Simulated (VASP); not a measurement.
C, 2 atoms in the cell. Symmetry: I4_1/amd, No. 141, tetragonal system. Conventional cell: a = 2.443 Å, b = 2.443 Å, c = 3.801 Å, α = 90.00°, β = 90.00°, γ = 90.00°. Within 2.1 Å of C (site symmetry -4m2) lie 4 C at 1.55 Å.  This cell differs from its parent crystal: ratio of the length along z to the lengths across it x 1.1, volume and fractional coordinates fixed.

- Program: VASP 6.6.1
- Task: single point
- Functional: PBE
- Potentials or basis: VASP PAW PBE potentials, release 64 (C)
- Cutoff: 520 eV
- k mesh: 12 × 12 × 12
- Occupations: gaussian, width 0.05 eV
- Spin: no spin polarisation
- Dipole correction: no
- Further INCAR settings: ALGO = Normal; EDIFF = 1e-07; NBANDS = 11

Potentials or basis: VASP PAW PBE potentials, release 64 (C).

The run is started by

```console
$ cat potpaw_PBE.64/C/POTCAR > POTCAR
$ mpirun -np 1 vasp_std > vasp.out
```

Hardware: 1 thread of Intel(R) Xeon(R) Platinum 8488C (Sapphire Rapids) (shared host).

Task: How long does it take, and how much memory?

Result: Wall time 13 s on 1 thread of Intel(R) Xeon(R) Platinum 8488C (Sapphire Rapids), with other jobs on the host, peak memory 0.13 GiB. Counts: scf iterations 11, k points 163.
